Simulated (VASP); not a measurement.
Input of a VASP 6.6.1 run:

INCAR

```
SYSTEM = TlCl
PREC = Accurate
ENCUT = 500
EDIFF = 1E-6
ISMEAR = 0
SIGMA = 0.01
LREAL = .False.
LASPH = .True.
NELM = 120
ALGO = Normal
ISIF = 2
LWAVE = .False.
LCHARG = .True.
GGA = PS
LELF = .True.
LVHAR = .True.
NBANDS = 17
GGA_COMPAT = .False.
```

File KPOINTS:

```
regular mesh
0
Gamma
  3 3 3
  0 0 0
```

File POSCAR:

```
TlCl
1.0
    3.8340000000      0.0000000000      0.0000000000
    0.0000000000      3.8340000000      0.0000000000
    0.0000000000      0.0000000000      3.8340000000
Tl Cl
1 1
Direct
    0.0000000000      0.0000000000      0.0000000000
    0.5000000000      0.5000000000      0.5000000000
```

Potentials or basis: VASP PAW PBE potentials, release 64 (Tl_d, Cl).

Run with:

```console
$ cat potpaw_PBE.64/Tl_d/POTCAR potpaw_PBE.64/Cl/POTCAR > POTCAR
$ mpirun -np 1 vasp_std > vasp.out
```

**Question.** What does it give for the band gap on the k mesh?

**Answer.** 3.88 eV, direct.

**Question.** What does it give for the pressure?

**Answer.** -1.6 GPa.

Caveat: the k points lie up to 0.55 Å⁻¹ apart; the PAW data sets were made with another functional, which shifts forces and pressure a little; spin-orbit coupling is left out, which moves the levels of the heavy elements. A k mesh can miss the band edges.
